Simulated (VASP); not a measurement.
# LuTa2Pd2 (I4/mmm) in VASP: single point with PBE

Aim: the single point of LuTa2Pd2 with PBE.

Program: VASP 6.6.1. These are calculated values, not measurements. Logs are shortened: lines on timing, memory, paths and dates and some standing lists are left out, and cuts for length are marked.

**1. The cell of the first run**

Symmetry: I4/mmm, No. 139, tetragonal system. The conventional cell has a = 4.084 Å, b = 4.084 Å, c = 9.912 Å, α = 90.00°, β = 90.00°, γ = 90.00°. Within 3.2 Å of Ta (site symmetry 4mm) lie 4 Pd at 2.36 Å and 1 Ta at 2.58 Å and 4 Lu at 3.16 Å. Lu (site symmetry 4/mmm) has 10 Ta at 3.16 to 3.67 Å and 8 Pd at 3.21 Å and 4 Lu at 4.08 Å within 4.2 Å. Pd (site symmetry -4m2) has 4 Ta at 2.36 Å and 4 Pd at 2.89 Å and 4 Lu at 3.21 Å within 3.3 Å.

**2. Single point, PBE**

POSCAR

```
LuTa2Pd2
1.0
    0.0000000000      4.0841210000      0.0000000000
    4.0841210000      0.0000000000      0.0000000000
    2.0420600000      2.0420600000     -4.9559060000
Ta Lu Pd
2 1 2
Direct
    0.3700000000      0.3700000000      0.2600000000
    0.6300000000      0.6300000000      0.7400000000
    0.0000000000      0.0000000000      0.0000000000
    0.7500000000      0.2500000000      0.5000000000
    0.2500000000      0.7500000000      0.5000000000
```

INCAR.step1

```
PREC = Accurate ; ENCUT = 520
EDIFF = 1E-6 ; ISMEAR = -1
SIGMA = 0.1 ; LREAL = F
LASPH = T ; NELM = 100
ALGO = Normal ; ISIF = 2
LWAVE = F ; LCHARG = T
LMAXMIX = 4 ; GGA = PE
NBANDS = 42
```

KPOINTS.step1

```
Automatic mesh
0
Gamma
  9 9 9
```

INCAR.step2

```
PREC = Accurate ; ENCUT = 520
EDIFF = 1E-6 ; ISMEAR = -5
SIGMA = 0.1 ; LREAL = F
LASPH = T ; NELM = 100
ALGO = Normal ; ISIF = 2
LWAVE = F ; LCHARG = F
LMAXMIX = 4 ; GGA = PE
LORBIT = 11 ; NBANDS = 42
NEDOS = 1001 ; ICHARG = 11
```

KPOINTS.step2

```
Automatic mesh
0
Gamma
  14 14 14
```

Potentials or basis: VASP PAW PBE potentials, release 64 (Ta_pv, Lu, Pd).

The run is started by

```bash
$ cat potpaw_PBE.64/Ta_pv/POTCAR potpaw_PBE.64/Lu/POTCAR potpaw_PBE.64/Pd/POTCAR > POTCAR
$ cp INCAR.step1 INCAR
$ cp KPOINTS.step1 KPOINTS
$ mpirun -np 1 vasp_std > vasp.out
$ cp INCAR.step2 INCAR
$ cp KPOINTS.step2 KPOINTS
$ mpirun -np 1 vasp_std > vasp.out
```

OUTCAR:

```text
PREC = Accurate
   ENCUT = 520
   EDIFF = 1E-6
   ISMEAR = -5
   LREAL = F
   LASPH = T
   NELM = 100
   ISIF = 2
   GGA = PE
   LORBIT = 11
   ICHARG = 11

 ion  position               nearest neighbor table
   1  0.370  0.370  0.260-   4 2.36   5 2.36   5 2.36   4 2.36   2 2.58   3 3.16   3 3.16   3 3.16
                             3 3.16   3 3.67
   2  0.630  0.630  0.740-   4 2.36   5 2.36   5 2.36   4 2.36   1 2.58   3 3.16   3 3.16   3 3.16
                             3 3.16   3 3.67
   3  0.000  0.000  0.000-   1 3.16   2 3.16   2 3.16   2 3.16   1 3.16   1 3.16   2 3.16   1 3.16
                             5 3.21   4 3.21   5 3.21   4 3.21   4 3.21   5 3.21   5 3.21   4 3.21
   4  0.750  0.250  0.500-   1 2.36   2 2.36   1 2.36   2 2.36   5 2.89   5 2.89   5 2.89   5 2.89
                             3 3.21   3 3.21   3 3.21   3 3.21
   5  0.250  0.750  0.500-   1 2.36   2 2.36   1 2.36   2 2.36   4 2.89   4 2.89   4 2.89   4 2.89
                             3 3.21   3 3.21   3 3.21   3 3.21

  LATTYP: Found a body centered tetragonal cell.
 ALAT       =     4.0841210000
 C/A-ratio  =     2.4269143838

  Lattice vectors:

 A1 = (  -2.0420600000,   2.0420610000,   4.9559060000)
 A2 = (   2.0420610000,  -2.0420600000,   4.9559060000)
 A3 = (   2.0420600000,   2.0420600000,  -4.9559060000)

Analysis of symmetry for initial positions (statically):
=====================================================================
 Subroutine PRICEL returns:
 Original cell was already a primitive cell.

 Routine SETGRP: Setting up the symmetry group for a
 body centered tetragonal supercell.

 Subroutine GETGRP returns: Found 16 space group operations
 (whereof 16 operations were pure point group operations)
 out of a pool of 16 trial point group operations.

The static configuration has the point symmetry D_4h.

Analysis of symmetry for dynamics (positions and initial velocities):
=====================================================================
 Subroutine PRICEL returns:
 Original cell was already a primitive cell.

 Routine SETGRP: Setting up the symmetry group for a
 body centered tetragonal supercell.

 Subroutine GETGRP returns: Found 16 space group operations
 (whereof 16 operations were pure point group operations)
 out of a pool of 16 trial point group operations.

The dynamic configuration has the point symmetry D_4h.

 Subroutine INISYM returns: Found 16 space group operations
 (whereof 16 operations are pure point group operations),
 and found     1 'primitive' translations

----------------------------------------------------------------------------------------

                                     Primitive cell

  volume of cell :      82.6647

  direct lattice vectors                    reciprocal lattice vectors
     0.000000000  4.084121000  0.000000000     0.000000000  0.244850728  0.100889702
     4.084121000  0.000000000  0.000000000     0.244850728  0.000000000  0.100889702
     2.042060000  2.042060000 -4.955906000     0.000000000  0.000000000 -0.201779453

  length of vectors
     4.084121000  4.084121000  5.735941280     0.264821847  0.264821847  0.201779453

  position of ions in fractional coordinates (direct lattice)
     0.370000000  0.370000000  0.260000000
     0.630000000  0.630000000  0.740000000
     0.000000000  0.000000000  0.000000000
     0.750000000  0.250000000  0.500000000
     0.250000000  0.750000000  0.500000000

  ion indices of the primitive-cell ions
   primitive index   ion index
                 1           1
                 2           2
                 3           3
                 4           4
                 5           5

----------------------------------------------------------------------------------------

 KPOINTS: Automatic mesh

Automatic generation of k-mesh.
 Grid dimensions read from file:
 generate k-points for:   14   14   14

 Generating k-lattice:

  Cartesian coordinates                     Fractional coordinates (reciprocal lattice)
     0.000000000  0.017489338  0.007206407     0.071428571  0.000000000  0.000000000
     0.017489338  0.000000000  0.007206407     0.000000000  0.071428571  0.000000000
     0.000000000  0.000000000 -0.014412818     0.000000000  0.000000000  0.071428571

  Length of vectors
     0.018915846  0.018915846  0.014412818

  Shift w.r.t. Gamma in fractional coordinates (k-lattice)
     0.000000000  0.000000000  0.000000000

 TETIRR: Found   7833 inequivalent tetrahedra from    16464

 Subroutine IBZKPT returns following result:
 ===========================================

 Found    244 irreducible k-points:

 Following reciprocal coordinates:
            Coordinates               Weight
  0.000000  0.000000  0.000000      1.000000
  0.071429  0.000000  0.000000      8.000000
  0.142857  0.000000 -0.000000      8.000000
  0.214286  0.000000  0.000000      8.000000
  0.285714  0.000000  0.000000      8.000000
  0.357143  0.000000  0.000000      8.000000
[... 16 lines left out ...]
  0.214286  0.142857 -0.000000     16.000000
  0.285714  0.142857  0.000000     16.000000
 [... further k-points ...]
   k-points           NKPTS =    244   k-points in BZ     NKDIM =    244   number of bands    NBANDS=     42
   number of dos      NEDOS =   1001   number of ions     NIONS =      5
   total plane-waves  NPLWV =  43200
   dimension x,y,z NGX =    30 NGY =   30 NGZ =   48
   dimension x,y,z NGXF=    60 NGYF=   60 NGZF=   96
   ions per type =               2   1   2
   NGX,Y,Z   is equivalent  to a cutoff of  12.21, 12.21, 13.91 a.u.
   NGXF,Y,Z  is equivalent  to a cutoff of  24.42, 24.42, 27.82 a.u.
 SYSTEM =  unknown system
   PREC   = accura    normal or accurate (medium, high low for compatibility)
   ISTART =      0    job   : 0-new  1-cont  2-samecut
   ICHARG =     11    charge: 1-file 2-atom 10-const
   ISPIN  =      1    spin polarized calculation?
   LNONCOLLINEAR =      F non collinear calculations
   LSORBIT =      F    spin-orbit coupling
   LASPH  =      T    aspherical Exc in radial PAW
   ENCUT  =  520.0 eV  38.22 Ry    6.18 a.u.   7.59  7.59 10.67*2*pi/ulx,y,z
   NELM   =    100;   NELMIN=  2; NELMDL=  0     # of ELM steps
   EDIFF  = 0.1E-05   stopping-criterion for ELM
   LREAL  =      F    real-space projection
   EDIFFG = 0.1E-04   stopping-criterion for IOM
   NSW    =      0    number of steps for IOM
   IBRION =     -1    ionic relax: 0-MD 1-quasi-New 2-CG
   NFREE  =      0    steps in history (QN), initial steepest desc. (CG)
   ISIF   =      2    stress and relaxation
   ISYM   =      2    0-nonsym 1-usesym 2-fastsym
   POTIM  = 0.5000    time-step for ionic-motion
   TEBEG  =    0.0;   TEEND  =   0.0 temperature during run
   PSTRESS=    0.0 pullay stress
   NELECT =      67.0000    total number of electrons
   NUPDOWN=      -1.0000    fix difference up-down
   EMIN   =  10.00;   EMAX   =-10.00  energy-range for DOS
   EFERMI =   0.00;   METHOD = LEGACY
   ISMEAR =    -5;   SIGMA  =   0.10  broadening in eV -4-tet -1-fermi 0-gaus
   EFERMI_NEDOS =   21; number of points for ismear=-14 and -15
   IALGO  =     38    algorithm
   IMIX   =      4    mixing-type and parameters
     AMIX     =   0.40;   BMIX     =  1.00
     AMIX_MAG =   1.60;   BMIX_MAG =  1.00
  volume/ion in A,a.u.               =      16.53       111.57
  Fermi-wavevector in a.u.,A,eV,Ry     =   1.526369  2.884420 31.698906  2.329804
  Thomas-Fermi vector in A             =   2.634412
   LORBIT       =     11    0 simple, 1 ext, 2 COOP (PROOUT), +10 PAW based schemes
   GGA     = PE    functional components
   LHFCALC =     F    Hartree Fock is set to
   AEXX    =    0.0000 exact exchange contribution
   IVDW    =     0    specifies the selected vdW correction
   LEPSILON=     F    determine dielectric tensor
   LRPA    =     F    only Hartree local field effects (RPA)
 non-spin polarized calculation
 Fermi weights with tetrahedron method with Bloechl corrections
  energy-cutoff  :      520.00
  volume of cell :       82.66
 maximum number of plane-waves:      2247

 number of electron      66.9999998 magnetization

 Free energy of the ion-electron system (eV)
  ---------------------------------------------------
  ext. energy  EPLUGINS =         0.00000000
  ---------------------------------------------------
  free energy    TOTEN  =       -34.23554277 eV

  energy without entropy =      -34.23554277  energy(sigma->0) =      -34.23554277

 E-fermi :   7.8455     XC(G=0): -12.8924

 val. band max:        7.8759348933   @ k =   0.5000   0.2857   0.1429
 cond. band min:       7.7248977341   @ k =   0.0000   0.0000   0.2143
 fundamental gap:     -0.1510371592
 Fermi energy:         7.8454737973

 k-point     1 :       0.0000    0.0000    0.0000
  band No.  band energies     occupation
      1     -47.8377      2.00000
      2     -26.7420      2.00000
      3     -26.5680      2.00000
      4     -26.5680      2.00000
      5     -26.4429      2.00000
      6     -26.4429      2.00000
[... 34 lines left out ...]
     41      10.8481      0.00000
     42      13.0744      0.00000

 k-point     2 :       0.0714    0.0000    0.0000
  band No.  band energies     occupation
      1     -47.8376      2.00000
      2     -26.7407      2.00000
      3     -26.5687      2.00000
      4     -26.5677      2.00000
      5     -26.4445      2.00000
      6     -26.4431      2.00000
[... 34 lines left out ...]
     41      10.9374      0.00000
     42      12.9625      0.00000

 k-point     3 :       0.1429    0.0000   -0.0000
  band No.  band energies     occupation
      1     -47.8375      2.00000
      2     -26.7370      2.00000
      3     -26.5707      2.00000
      4     -26.5668      2.00000
      5     -26.4490      2.00000
      6     -26.4438      2.00000
[... 34 lines left out ...]
     41      11.2337      0.00000
     42      12.6541      0.00000

 k-point     4 :       0.2143    0.0000    0.0000
  band No.  band energies     occupation
      1     -47.8373      2.00000
      2     -26.7312      2.00000
      3     -26.5740      2.00000
      4     -26.5654      2.00000
      5     -26.4555      2.00000
      6     -26.4449      2.00000
[... 844 lines left out ...]
     41      11.8954      0.00000
     42      12.5590      0.00000

 k-point    23 :       0.2143    0.1429   -0.0000
  band No.  band energies     occupation
      1     -47.8372      2.00000
      2     -26.7234      2.00000
      3     -26.5740      2.00000
      4     -26.5688      2.00000
      5     -26.4579      2.00000
      6     -26.4499      2.00000
[... 34 lines left out ...]
     41      12.1913      0.00000
     42      12.4578      0.00000

 k-point    24 :       0.2857    0.1429    0.0000
  band No.  band energies     occupation
      1     -47.8370      2.00000
      2     -26.7165      2.00000
      3     -26.5791      2.00000
      4     -26.5685      2.00000
      5     -26.4636      2.00000
      6     -26.4516      2.00000
[... 34 lines left out ...]
     41      12.0091      0.00000
     42      12.4280      0.00000

 [... further k-points ...]
[... 5 lines left out ...]
  --------------------------------------------------------------------------------------
  -------------------------------------------------------------------------------------
  Total       31.7132022     31.7132022     25.7272510      0.0000000      0.0000026      0.0000026
  in kB      614.6535825    614.6535825    498.6360852      0.0000000      0.0000503      0.0000503
  external PRESSURE =     575.9810834 kB  Pullay stress =       0.0000000 kB

 VOLUME and BASIS-vectors are now :
 -----------------------------------------------------------------------------
  energy-cutoff  :      520.00
  volume of cell :       82.66
      direct lattice vectors                 reciprocal lattice vectors
     0.000000000  4.084121000  0.000000000     0.000000000  0.244850728  0.100889702
     4.084121000  0.000000000  0.000000000     0.244850728  0.000000000  0.100889702
     2.042060000  2.042060000 -4.955906000     0.000000000  0.000000000 -0.201779453

 POSITION                                       TOTAL-FORCE (eV/Angst)
 -----------------------------------------------------------------------------------
      2.04206      2.04206     -1.28854         0.000000      0.000000      4.189233
      4.08412      4.08412     -3.66737        -0.000000     -0.000000     -4.189233
      0.00000      0.00000      0.00000        -0.000000      0.000000      0.000000
      2.04206      4.08412     -2.47795        -0.000000     -0.000000      0.000000
      4.08412      2.04206     -2.47795         0.000000      0.000000      0.000000
 -----------------------------------------------------------------------------------
    total drift:                                0.000000     -0.000000      0.000000

  FREE ENERGIE OF THE ION-ELECTRON SYSTEM (eV)
  ---------------------------------------------------
  free  energy   TOTEN  =       -34.2355427666 eV

  energy  without entropy=      -34.2355427666  energy(sigma->0) =      -34.23554277

 total charge

# of ion       s       p       d       f       tot
--------------------------------------------------
    1        0.455   6.234   2.620   0.000   9.309
    2        0.455   6.234   2.620   0.000   9.309
    3        2.298   6.084   0.917  13.978  23.277
    4        0.813   0.794   8.697   0.000  10.305
    5        0.813   0.794   8.697   0.000  10.305
--------------------------------------------------
tot          4.835  20.141  23.551  13.978  62.505
```

Wall time 18 min (1 thread of Oxide Virtual Turin-like, shared host); peak memory 0.82 GiB.

Results:

```
Valence electrons inside the program's atomic spheres : Ta 9.31; Lu 23.28; Pd 10.30
```

Caveat: spin-orbit coupling is left out, which moves the levels of the heavy elements; tetrahedron occupations give inexact forces and stress in metals.
